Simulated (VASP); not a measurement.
# La (Pm-3m) in VASP: further runs, part 2 of 2

VASP 6.6.1.

### 3 Single point, LDA (27.95 Å³/atom)

This run uses another cell than the first one, of 27.95 Å³/atom.

Input file INCAR:

```
SYSTEM = La
PREC = Accurate
ENCUT = 520
EDIFF = 1E-7
ISMEAR = -1
SIGMA = 0.1
LREAL = .False.
LASPH = .True.
NELM = 80
ALGO = Normal
ISIF = 2
LWAVE = .False.
LCHARG = .False.
GGA = CA
NBANDS = 12
```

Input file KPOINTS:

```
Automatic mesh
0
Gamma
  11 11 11
  0 0 0
```

Input file POSCAR:

```
La
1.0
    3.0347725836      0.0000000000      0.0000000000
    0.0000000000      3.0347725836      0.0000000000
    0.0000000000      0.0000000000      3.0347725836
La
1
Direct
    0.0000000000      0.0000000000      0.0000000000
```

Potentials or basis: VASP PAW LDA potentials, release 64 (La).

Command:

```sh
$ cat potpaw_LDA.64/La/POTCAR > POTCAR
$ mpirun -np 1 vasp_std > vasp.out
```

OUTCAR:

```text
SYSTEM = La
   PREC = Accurate
   ENCUT = 520
   EDIFF = 1E-7
   ISMEAR = -1
   LREAL = .False.
   LASPH = .True.
   NELM = 80
   ISIF = 2
   GGA = CA

 ion  position               nearest neighbor table
   1  0.000  0.000  0.000-

  LATTYP: Found a simple cubic cell.
 ALAT       =     3.0347725836

  Lattice vectors:

 A1 = (   3.0347725836,   0.0000000000,   0.0000000000)
 A2 = (   0.0000000000,   3.0347725836,   0.0000000000)
 A3 = (   0.0000000000,   0.0000000000,   3.0347725836)

Analysis of symmetry for initial positions (statically):
=====================================================================
 Subroutine PRICEL returns:
 Original cell was already a primitive cell.

 Routine SETGRP: Setting up the symmetry group for a
 simple cubic supercell.

 Subroutine GETGRP returns: Found 48 space group operations
 (whereof 48 operations were pure point group operations)
 out of a pool of 48 trial point group operations.

The static configuration has the point symmetry O_h .

Analysis of symmetry for dynamics (positions and initial velocities):
=====================================================================
 Subroutine PRICEL returns:
 Original cell was already a primitive cell.

 Routine SETGRP: Setting up the symmetry group for a
 simple cubic supercell.

 Subroutine GETGRP returns: Found 48 space group operations
 (whereof 48 operations were pure point group operations)
 out of a pool of 48 trial point group operations.

The dynamic configuration has the point symmetry O_h .

 Subroutine INISYM returns: Found 48 space group operations
 (whereof 48 operations are pure point group operations),
 and found     1 'primitive' translations

----------------------------------------------------------------------------------------

                                     Primitive cell

  volume of cell :      27.9498

  direct lattice vectors                    reciprocal lattice vectors
     3.034772584  0.000000000  0.000000000     0.329513982  0.000000000  0.000000000
     0.000000000  3.034772584  0.000000000     0.000000000  0.329513982  0.000000000
     0.000000000  0.000000000  3.034772584     0.000000000  0.000000000  0.329513982

  length of vectors
     3.034772584  3.034772584  3.034772584     0.329513982  0.329513982  0.329513982

  position of ions in fractional coordinates (direct lattice)
     0.000000000  0.000000000  0.000000000

  ion indices of the primitive-cell ions
   primitive index   ion index
                 1           1

----------------------------------------------------------------------------------------

 KPOINTS: Automatic mesh

Automatic generation of k-mesh.
 Grid dimensions read from file:
 generate k-points for:   11   11   11

 Generating k-lattice:

  Cartesian coordinates                     Fractional coordinates (reciprocal lattice)
     0.029955817  0.000000000  0.000000000     0.090909091  0.000000000  0.000000000
     0.000000000  0.029955817  0.000000000     0.000000000  0.090909091  0.000000000
     0.000000000  0.000000000  0.029955817     0.000000000  0.000000000  0.090909091

  Length of vectors
     0.029955817  0.029955817  0.029955817

  Shift w.r.t. Gamma in fractional coordinates (k-lattice)
     0.000000000  0.000000000  0.000000000

 Subroutine IBZKPT returns following result:
 ===========================================

 Found     56 irreducible k-points:

 Following reciprocal coordinates:
            Coordinates               Weight
  0.000000  0.000000  0.000000      1.000000
  0.090909  0.000000  0.000000      6.000000
  0.181818  0.000000  0.000000      6.000000
  0.272727  0.000000  0.000000      6.000000
  0.363636  0.000000  0.000000      6.000000
  0.454545  0.000000  0.000000      6.000000
[... 16 lines left out ...]
  0.181818  0.090909  0.090909     24.000000
  0.272727  0.090909  0.090909     24.000000
 [... further k-points ...]
   k-points           NKPTS =     56   k-points in BZ     NKDIM =     56   number of bands    NBANDS=     12
   number of dos      NEDOS =    301   number of ions     NIONS =      1
   total plane-waves  NPLWV =  13824
   dimension x,y,z NGX =    24 NGY =   24 NGZ =   24
   dimension x,y,z NGXF=    48 NGYF=   48 NGZF=   48
   ions per type =               1
   NGX,Y,Z   is equivalent  to a cutoff of  13.15, 13.15, 13.15 a.u.
   NGXF,Y,Z  is equivalent  to a cutoff of  26.29, 26.29, 26.29 a.u.
 SYSTEM =  La
   PREC   = accura    normal or accurate (medium, high low for compatibility)
   ISTART =      0    job   : 0-new  1-cont  2-samecut
   ICHARG =      2    charge: 1-file 2-atom 10-const
   ISPIN  =      1    spin polarized calculation?
   LNONCOLLINEAR =      F non collinear calculations
   LSORBIT =      F    spin-orbit coupling
   LASPH  =      T    aspherical Exc in radial PAW
   ENCUT  =  520.0 eV  38.22 Ry    6.18 a.u.   5.64  5.64  5.64*2*pi/ulx,y,z
   NELM   =     80;   NELMIN=  2; NELMDL= -5     # of ELM steps
   EDIFF  = 0.1E-06   stopping-criterion for ELM
   LREAL  =      F    real-space projection
   EDIFFG = 0.1E-05   stopping-criterion for IOM
   NSW    =      0    number of steps for IOM
   IBRION =     -1    ionic relax: 0-MD 1-quasi-New 2-CG
   NFREE  =      0    steps in history (QN), initial steepest desc. (CG)
   ISIF   =      2    stress and relaxation
   ISYM   =      2    0-nonsym 1-usesym 2-fastsym
   POTIM  = 0.5000    time-step for ionic-motion
   TEBEG  =    0.0;   TEEND  =   0.0 temperature during run
   PSTRESS=    0.0 pullay stress
   NELECT =      11.0000    total number of electrons
   NUPDOWN=      -1.0000    fix difference up-down
   EMIN   =  10.00;   EMAX   =-10.00  energy-range for DOS
   EFERMI =   0.00;   METHOD = LEGACY
   ISMEAR =    -1;   SIGMA  =   0.10  broadening in eV -4-tet -1-fermi 0-gaus
   EFERMI_NEDOS =   21; number of points for ismear=-14 and -15
   IALGO  =     38    algorithm
   IMIX   =      4    mixing-type and parameters
     AMIX     =   0.40;   BMIX     =  1.00
     AMIX_MAG =   1.60;   BMIX_MAG =  1.00
  volume/ion in A,a.u.               =      27.95       188.61
  Fermi-wavevector in a.u.,A,eV,Ry     =   1.199719  2.267140 19.583218  1.439326
  Thomas-Fermi vector in A             =   2.335574
   LORBIT       =      0    0 simple, 1 ext, 2 COOP (PROOUT), +10 PAW based schemes
   GGA     = CA    functional components
   LHFCALC =     F    Hartree Fock is set to
   AEXX    =    0.0000 exact exchange contribution
   IVDW    =     0    specifies the selected vdW correction
   LEPSILON=     F    determine dielectric tensor
   LRPA    =     F    only Hartree local field effects (RPA)
 non-spin polarized calculation
  energy-cutoff  :      520.00
  volume of cell :       27.95
 maximum number of plane-waves:       763
 NGX is ok and might be reduce to    24
   NGX = 11   NGY = 11   NGZ = 11

 number of electron      10.9999999 magnetization

 Free energy of the ion-electron system (eV)
  ---------------------------------------------------
  ext. energy  EPLUGINS =         0.00000000
  ---------------------------------------------------
  free energy    TOTEN  =        -5.12367878 eV

  energy without entropy =       -5.07123707  energy(sigma->0) =       -5.09745792

 E-fermi :  10.6262     XC(G=0): -10.9038

 val. band max:       10.5768329119   @ k =   0.3636   0.3636   0.2727
 cond. band min:      10.6343232534   @ k =   0.4545   0.0909   0.0909
 fundamental gap:      0.0574903414
 Fermi energy:        10.6262056193

 k-point     1 :       0.0000    0.0000    0.0000
  band No.  band energies     occupation
      1     -22.4489      2.00000
      2      -4.1546      2.00000
      3      -4.1546      2.00000
      4      -4.1546      2.00000
      5       8.1930      2.00000
      6       8.9517      2.00000
      7       8.9517      2.00000
      8      12.8921      0.00000
      9      12.8921      0.00000
     10      12.8921      0.00000
     11      13.3172      0.00000
     12      13.3172      0.00000
[... 331 lines left out ...]
 k-point    24 :       0.2727    0.0909    0.0909
  band No.  band energies     occupation
      1     -22.0467      2.00000
      2      -6.3699      2.00000
      3      -4.2540      2.00000
      4      -4.2317      2.00000
      5       9.8483      1.99916
      6      10.0906      1.99061
      7      12.2300      0.00000
      8      12.3388      0.00000
      9      12.5772      0.00000
     10      12.9685      0.00000
     11      13.0802      0.00000
     12      13.4937      0.00000

 [... further k-points ...]

------------------------ aborting loop because EDIFF is reached ----------------------------------------

  FORCE on cell =-STRESS in cart. coord.  units (eV):
  Direction    XX          YY          ZZ          XY          YZ          ZX
  --------------------------------------------------------------------------------------
  -------------------------------------------------------------------------------------
  Total        0.7887644      0.7887644      0.7887644      0.0000000      0.0000000      0.0000000
  in kB       45.2146761     45.2146761     45.2146761      0.0000000      0.0000000      0.0000000
  external PRESSURE =      45.2146761 kB  Pullay stress =       0.0000000 kB

 VOLUME and BASIS-vectors are now :
 -----------------------------------------------------------------------------
  energy-cutoff  :      520.00
  volume of cell :       27.95
      direct lattice vectors                 reciprocal lattice vectors
     3.034772584  0.000000000  0.000000000     0.329513982  0.000000000  0.000000000
     0.000000000  3.034772584  0.000000000     0.000000000  0.329513982  0.000000000
     0.000000000  0.000000000  3.034772584     0.000000000  0.000000000  0.329513982

 POSITION                                       TOTAL-FORCE (eV/Angst)
 -----------------------------------------------------------------------------------
      0.00000      0.00000      0.00000         0.000000      0.000000      0.000000
 -----------------------------------------------------------------------------------
    total drift:                               -0.000000      0.000000     -0.000000

  FREE ENERGIE OF THE ION-ELECTRON SYSTEM (eV)
  ---------------------------------------------------
  free  energy   TOTEN  =        -5.1236787771 eV

  energy  without entropy=       -5.0712370691  energy(sigma->0) =       -5.09745792
```

stdout:

```text
POSCAR found type information on POSCAR La
 POSCAR found :  1 types and       1 ions
 scaLAPACK will be used
 LDA part: xc-table for (Slater(with rela. corr.)+CA(PZ))
 , standard interpolation
 POSCAR, INCAR and KPOINTS ok, starting setup
 FFT: planning ... GRIDC
 FFT: planning ... GRID_SOFT
 FFT: planning ... GRID
 WAVECAR not read
 entering main loop
```

It took 36 s on 1 thread of AMD EPYC 7R13, shared host; peak memory 0.12 GiB.

Results:

- Free energy: -5.1237 eV
- Pressure: 4.5 GPa
- Band gap on the k mesh: zero (an odd number of electrons rules out a gap without spin polarisation)

Caveat: the cell stands under pressure; spin-orbit coupling is left out, which moves the levels of the heavy elements.

### 4 Single point, LDA (29.22 Å³/atom)

This run uses another cell than the first one, of 29.22 Å³/atom.

Input file INCAR:

```
ALGO = Normal
EDIFF = 1E-6
ENCUT = 520
ISIF = 2
ISMEAR = -1
LASPH = True
LCHARG = False
LREAL = False
LWAVE = False
NBANDS = 12
NELM = 60
PREC = Accurate
SIGMA = 0.1
```

Input file KPOINTS:

```
k-points
0
Gamma
  11 11 11
```

Input file POSCAR:

```
La
1.0
    3.0800743757      0.0000000000      0.0000000000
    0.0000000000      3.0800743757      0.0000000000
    0.0000000000      0.0000000000      3.0800743757
La
1
Direct
    0.0000000000      0.0000000000      0.0000000000
```

Command:

```sh
$ cat potpaw_LDA.64/La/POTCAR > POTCAR
$ mpirun -np 1 vasp_std > vasp.out
```

Run time: 34 s. Hardware: 1 thread of AMD EPYC 7R13, shared host; peak memory 0.12 GiB.

The run converged. Its results:

| Property | Result |
| --- | --- |
| Free energy | -5.1516 eV |
| Pressure | 2.6 GPa |
| Band gap on the k mesh | zero (an odd number of electrons rules out a gap without spin polarisation) |

Levels at points of the mesh, in eV from the Fermi level:
| k point | band 2 | band 3 | band 4 | band 5 | band 6 | band 7 | band 8 | band 9 |
| --- | --- | --- | --- | --- | --- | --- | --- | --- |
| (0.00, 0.00, 0.00) | -14.93 | -14.93 | -14.93 | -2.52 | -1.57 | -1.57 | 2.19 | 2.19 |

Caveat: spin-orbit coupling is left out, which moves the levels of the heavy elements.

### 5 Single point, LDA (30.49 Å³/atom)

This run uses another cell than the first one, of 30.49 Å³/atom.

Input file INCAR:

```
PREC     = Accurate       # precision mode
ENCUT    = 520            # plane-wave cutoff, eV
EDIFF    = 1E-6           # SCF threshold, eV
ISMEAR   = -1             # smearing method
SIGMA    = 0.1            # smearing width, eV
LREAL    = False          # projectors in reciprocal space
LASPH    = True           # aspherical terms in the spheres
NELM     = 60             # most SCF steps
ALGO     = Normal         # electronic algorithm
ISIF     = 2              # what is computed and relaxed
LWAVE    = False          # write WAVECAR
LCHARG   = False          # write CHGCAR
GGA      = CA             # functional
NBANDS   = 12             # bands
```

Input file KPOINTS:

```
regular mesh
0
Gamma
  11 11 11
```

Input file POSCAR:

```
La
1.0
    3.1240813837      0.0000000000      0.0000000000
    0.0000000000      3.1240813837      0.0000000000
    0.0000000000      0.0000000000      3.1240813837
La
1
Direct
    0.0000000000      0.0000000000      0.0000000000
```

Command:

```sh
$ cat potpaw_LDA.64/La/POTCAR > POTCAR
$ mpirun -np 1 vasp_std > vasp.out
```

Run time: 34 s. Hardware: 1 thread of AMD EPYC 7R13, shared host; peak memory 0.12 GiB.

It converged, with:

* Free energy: -5.1658 eV
* Pressure: 1.0 GPa
* Band gap on the k mesh: zero (an odd number of electrons rules out a gap without spin polarisation)

Levels at points of the mesh, in eV from the Fermi level:
```tsv
k point	band 1	band 2	band 3	band 4	band 5	band 6	band 7	band 8	band 9	band 10
(0.00, 0.00, 0.00)	-32.97	-15.07	-15.07	-15.07	-2.60	-1.47	-1.47	2.11	2.11	2.11
```

Caveat: spin-orbit coupling is left out, which moves the levels of the heavy elements.

### 6 Summary

| cell | k mesh | gap on the mesh (eV) | pressure (GPa) |
| --- | --- | --- | --- |
| a = 3.167 Å, 1 atom | 9 × 9 × 9 | none | -0.2 |
| a = 3.035 Å, 1 atom | 11 × 11 × 11 | none | 4.5 |
| a = 3.080 Å, 1 atom | 11 × 11 × 11 | none | 2.6 |
| a = 3.124 Å, 1 atom | 11 × 11 × 11 | none | 1.0 |

Alike in all rows: task single point; level LDA; potentials or basis VASP PAW LDA potentials, release 64 (La); no spin polarisation; cutoff (eV) 520; smearing fermi-dirac 0.1 eV.

Caveats: spin-orbit coupling is left out, which moves the levels of the heavy elements; the cell stands under pressure (at least some runs).

Total energies depend on the potentials used, so only differences within one code and one set of settings carry meaning.
